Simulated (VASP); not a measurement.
# Al16N15O (a cell with a defect) in VASP: notebook, part 3 of 3

VASP 6.6.1. Earlier steps stand in the parts before.

## Step 5: Single point, HSE06

The input, POSCAR:

```
Al16N15O
1.0
    6.2595139128      0.0000000578      0.0000000000
   -3.1297570064      5.4208980350      0.0000000000
    0.0000000000      0.0000000000     10.0348065929
Al N O
16 15 1
Direct
    0.3352572221      0.1667096948      0.2492228664
    0.1686360619      0.3337325960      0.5014733089
    0.3316673542      0.1702533869      0.7506305460
    0.1660697424      0.3360684109      1.0054510148
    0.3367680057      0.6704233871      0.2562251623
    0.1550396179      0.8316938278      0.5016626856
    0.3241154822      0.6684277589      0.7567127398
    0.1662217027      0.8370722267      0.9958895544
    0.8322280489      0.1659753957      0.2566466238
    0.6706826515      0.3502550095      0.5023001414
    0.8339932005      0.1781085763      0.7567930212
    0.6651232800      0.3357777909      0.9958299943
    0.8417072124      0.6606758094      0.2295124678
    0.6697682668      0.8299948576      0.5217045934
    0.8235993436      0.6774799445      0.7350120020
    0.6657739894      0.8367245377      0.9980711559
    0.3363502762      0.1652206975      0.4372725563
    0.1685701810      0.3341397440      0.1944356333
    0.3300272330      0.1721654456      0.9393561022
    0.1660425706      0.3362957843      0.6932895626
    0.3392086204      0.6733302002      0.4456567283
    0.1790963262      0.8392595408      0.1827655003
    0.3274735237      0.6659390075      0.9451206316
    0.1675420031      0.8360044790      0.6938176323
    0.8287804433      0.1627278546      0.4463280827
    0.6627865963      0.3229461665      0.1829095913
    0.8362007657      0.1748454348      0.9452718686
    0.6658520769      0.3340311561      0.6947092846
    0.6719967028      0.8314740198      0.1911250964
    0.8308691116      0.6712560680      0.9380159955
    0.6521983611      0.8502663481      0.7118327645
    0.8895232307      0.6144901805      0.3964477728
```

The input, INCAR.step1:

```
  PREC = Accurate
  ENCUT = 520
  EDIFF = 1E-5
  ISMEAR = -1
  SIGMA = 0.01
  LREAL = Auto
  LASPH = True
  NELM = 120
  ALGO = Normal
  ISIF = 2
  LWAVE = True
  LCHARG = False
  GGA = PE
  NELECT = 130.0
  NBANDS = 86
  GGA_COMPAT = False
  ISYM = -1
```

The input, INCAR.step2:

```
  PREC = Accurate
  ENCUT = 520
  EDIFF = 1E-6
  ISMEAR = -1
  SIGMA = 0.01
  LREAL = Auto
  LASPH = True
  NELM = 120
  ALGO = Normal
  ISIF = 2
  LWAVE = False
  LCHARG = False
  GGA = PE
  LHFCALC = True
  HFSCREEN = 0.2079
  PRECFOCK = Fast
  ISTART = 1
  NELECT = 130.0
  NBANDS = 86
  GGA_COMPAT = False
  ISYM = -1
```

The input, KPOINTS:

```
explicit points
1
Reciprocal
  0.25000000   0.25000000   0.25000000 1
```

Potentials or basis: VASP PAW PBE potentials, release 64 (Al, N, O).

The run is started by

```sh
$ cat potpaw_PBE.64/Al/POTCAR potpaw_PBE.64/N/POTCAR potpaw_PBE.64/O/POTCAR > POTCAR
$ cp INCAR.step1 INCAR
$ mpirun -np 1 vasp_std > vasp.out
$ cp INCAR.step2 INCAR
$ mpirun -np 1 vasp_std > vasp.out
```

OUTCAR:

```text
PREC = Accurate
   ENCUT = 520
   EDIFF = 1E-6
   ISMEAR = -1
   LREAL = Auto
   LASPH = True
   NELM = 120
   ISIF = 2
   GGA = PE
   LHFCALC = True
   HFSCREEN = 0.2079
   PRECFOCK = Fast
   ISTART = 1
   NELECT = 130.0
   ISYM = -1

 ion  position               nearest neighbor table
   1  0.335  0.167  0.249-  17 1.89  18 1.89  26 1.90  22 1.90   4 3.06   8 3.11  12 3.11   2 3.11
                             5 3.11   9 3.11   6 3.12  10 3.12  13 3.14  13 3.14   9 3.15   5 3.15
   2  0.169  0.334  0.501-  25 1.92  21 1.92  20 1.93  17 1.93   9 3.06   3 3.06   5 3.06  10 3.09
                             6 3.10   1 3.11  14 3.13   7 3.14  11 3.14  14 3.14   6 3.16  10 3.17
   3  0.332  0.170  0.751-  20 1.89  19 1.89  28 1.90  24 1.90   8 3.05  12 3.05   2 3.06  10 3.10
                             6 3.10   7 3.12  11 3.12   4 3.13  15 3.13  15 3.14  11 3.14   7 3.14
   4  0.166  0.336  0.005-  27 1.89  23 1.89  18 1.90  19 1.90   1 3.06  11 3.08   7 3.08   5 3.10
                             9 3.10   3 3.13   8 3.13  12 3.13  16 3.13  16 3.13  12 3.14   8 3.14
   5  0.337  0.670  0.256-  21 1.90  22 1.92  18 1.93  29 1.93   2 3.06  13 3.08   6 3.09   4 3.10
                             9 3.10   1 3.11  16 3.15   1 3.15   9 3.16   8 3.19  13 3.20  14 3.22
   6  0.155  0.832  0.502-  32 1.86  17 1.92  24 1.93  21 1.94  15 2.95  10 3.02  14 3.04   5 3.09
                             3 3.10   2 3.10   1 3.12   7 3.13   2 3.16  13 3.22  14 3.23  10 3.24
   7  0.324  0.668  0.757-  31 1.84  24 1.87  23 1.89  20 1.91   8 2.98  14 3.01  16 3.05  11 3.07
                             4 3.08  15 3.11   3 3.12   6 3.13   2 3.14   3 3.14  15 3.17  11 3.19
   8  0.166  0.837  0.996-  23 1.87  22 1.88  19 1.90  30 1.91  13 2.93   7 2.98   3 3.05   1 3.11
                            12 3.12   4 3.13  16 3.13  16 3.13   4 3.14  12 3.14   5 3.19  15 3.21
   9  0.832  0.166  0.257-  25 1.90  26 1.92  18 1.93  29 1.93   2 3.06  13 3.08  10 3.10   5 3.10
                             4 3.10   1 3.11   1 3.15  16 3.15   5 3.16  12 3.19  13 3.20  14 3.22
  10  0.671  0.350  0.502-  32 1.86  17 1.93  28 1.93  25 1.96  15 2.93  14 3.01   6 3.02   2 3.09
                             3 3.10   9 3.10   1 3.12  11 3.14   2 3.17  13 3.21   6 3.24  14 3.26
  11  0.834  0.178  0.757-  31 1.84  28 1.86  27 1.89  20 1.91  12 2.98  14 3.02  16 3.05   7 3.07
                             4 3.08  15 3.11   3 3.12  10 3.14   2 3.14   3 3.14  15 3.17   7 3.19
[... 183 lines left out ...]
  volume of cell :      340.50
 maximum number of plane-waves:      9148
 NGX is ok and might be reduce to    48
  NGX = 24; NGY = 24; NGZ = 40

 number of electron     130.0000005 magnetization

 Free energy of the ion-electron system (eV)
  ---------------------------------------------------
  ext. energy  EPLUGINS =         0.00000000
  ---------------------------------------------------
  free energy    TOTEN  =      -269.70315036 eV

  energy without entropy =     -269.70315036  energy(sigma->0) =     -269.70315036

 E-fermi :   8.9042     XC(G=0):  -8.9876

 val. band max:        8.6558996824   @ k =   0.2500   0.2500   0.2500
 cond. band min:      11.2114735714   @ k =   0.2500   0.2500   0.2500
 fundamental gap:      2.5555738890
 Fermi energy:         8.9042249277

 k-point     1 :       0.2500    0.2500    0.2500
  band No.  band energies     occupation
      1     -14.6619      2.00000
      2     -11.0017      2.00000
      3     -10.4734      2.00000
      4     -10.3934      2.00000
      5     -10.2572      2.00000
      6      -9.9175      2.00000
[... 69 lines left out ...]
     76      13.4878      0.00000
     77      13.7465      0.00000
 [bands above 77 left out]

------------------------ aborting loop because EDIFF is reached ----------------------------------------

  FORCE on cell =-STRESS in cart. coord.  units (eV):
  Direction    XX          YY          ZZ          XY          YZ          ZX
  --------------------------------------------------------------------------------------
  -------------------------------------------------------------------------------------
  Total        3.0695207     -8.5554725     13.9389548     -9.7139398      2.1223805     -3.7191830
  in kB       14.4430960    -40.2562880     65.5873276    -45.7072543      9.9864924    -17.4999688
  external PRESSURE =      13.2580452 kB  Pullay stress =       0.0000000 kB

 VOLUME and BASIS-vectors are now :
 -----------------------------------------------------------------------------
  energy-cutoff  :      520.00
  volume of cell :      340.50
      direct lattice vectors                 reciprocal lattice vectors
     6.259513913  0.000000058  0.000000000     0.159756813  0.092235641  0.000000000
    -3.129757006  5.420898035  0.000000000    -0.000000002  0.184471279  0.000000000
     0.000000000  0.000000000 10.034806593     0.000000000  0.000000000  0.099653141

 POSITION                                       TOTAL-FORCE (eV/Angst)
 -----------------------------------------------------------------------------------
      1.57679      0.90372      2.50090         0.009233      0.002113      0.023678
      0.01108      1.80913      5.03219        -0.043628      0.033920      0.017026
      1.54322      0.92293      7.53243         0.009815     -0.002062      0.017534
     -0.01230      1.82179      0.05470        -0.012583      0.002772      0.004410
      0.00974      3.63430      2.57117         0.001302      0.015170      0.022868
     -1.63253      4.50853      5.03409         0.049533     -0.096717     -0.074647
[... 24 lines left out ...]
      1.42132      4.60921      7.14310        -0.000567     -0.007042      0.002096
      3.64478      3.33109      3.97828         0.013595     -0.007221     -0.101794
 -----------------------------------------------------------------------------------
    total drift:                               -0.005631      0.005952      0.036109

  FREE ENERGIE OF THE ION-ELECTRON SYSTEM (eV)
  ---------------------------------------------------
  free  energy   TOTEN  =      -269.7031503595 eV

  energy  without entropy=     -269.7031503595  energy(sigma->0) =     -269.70315036
```

OSZICAR.step1:

```text
N       E                     dE             d eps       ncg     rms          rms(c)
DAV:   1     0.563154207436E+03    0.56315E+03   -0.60999E+04   172   0.137E+03
DAV:   2    -0.208923300085E+03   -0.77208E+03   -0.74881E+03   218   0.273E+02
DAV:   3    -0.263536648485E+03   -0.54613E+02   -0.54274E+02   208   0.775E+01
DAV:   4    -0.264337332371E+03   -0.80068E+00   -0.79805E+00   208   0.101E+01
DAV:   5    -0.264353020315E+03   -0.15688E-01   -0.15669E-01   208   0.140E+00    0.341E+01
DAV:   6    -0.227338984127E+03    0.37014E+02   -0.16058E+02   200   0.362E+01    0.122E+01
DAV:   7    -0.227450630548E+03   -0.11165E+00   -0.48112E+00   200   0.711E+00    0.797E+00
DAV:   8    -0.227319226630E+03    0.13140E+00   -0.39443E-01   200   0.259E+00    0.162E+00
DAV:   9    -0.227311037259E+03    0.81894E-02   -0.66556E-02   208   0.100E+00    0.570E-01
DAV:  10    -0.227315016175E+03   -0.39789E-02   -0.28937E-02   208   0.598E-01    0.329E-01
DAV:  11    -0.227314955430E+03    0.60745E-04   -0.41371E-03   208   0.279E-01    0.159E-01
DAV:  12    -0.227315388590E+03   -0.43316E-03   -0.16557E-03   184   0.150E-01    0.449E-02
DAV:  13    -0.227315396965E+03   -0.83741E-05   -0.18584E-04   208   0.512E-02    0.138E-02
DAV:  14    -0.227315398647E+03   -0.16826E-05   -0.23631E-05   136   0.192E-02
   1 F= -.22731540E+03 E0= -.22731540E+03  d E =-.142993E-10
```

Run time: 2.7 min. Hardware: 1 thread of AMD EPYC 9R45 (Zen 5), shared host; peak memory 0.55 GiB.

What came out:

* Free energy: -269.7032 eV
* Largest force: 0.219 eV/Å

Forces in eV/Å, atoms in the order of the input:
```
Al   0.009  0.002  0.024
Al  -0.044  0.034  0.017
Al   0.010 -0.002  0.018
Al  -0.013  0.003  0.004
Al   0.001  0.015  0.023
Al   0.050 -0.097 -0.075
Al   0.022  0.053 -0.009
Al   0.019 -0.004  0.027
Al  -0.017 -0.004  0.025
Al   0.092  0.024 -0.054
Al  -0.042 -0.050 -0.008
Al   0.017 -0.008  0.034
Al   0.077 -0.040  0.201
Al  -0.163  0.082  0.100
Al  -0.022  0.010 -0.013
Al   0.014 -0.005 -0.003
N   -0.029  0.018 -0.015
N    0.002 -0.004 -0.031
N    0.000 -0.009  0.005
N    0.011 -0.003  0.005
N   -0.021 -0.043 -0.041
N   -0.034 -0.037 -0.024
N   -0.019  0.019 -0.030
N    0.006 -0.008 -0.005
N    0.026  0.034 -0.056
N    0.016  0.052 -0.029
N   -0.015  0.005 -0.031
N    0.018 -0.008 -0.007
N    0.018 -0.019 -0.028
N   -0.004  0.005  0.076
N   -0.001 -0.007  0.002
O    0.014 -0.007 -0.102
```

Caveat: the cell carries a net charge on a neutralising background, which shifts energy and pressure; the cell is charged against a uniform background, so pressure and absolute levels hang on convention; the PAW data sets were made with another functional, which shifts forces and pressure a little.
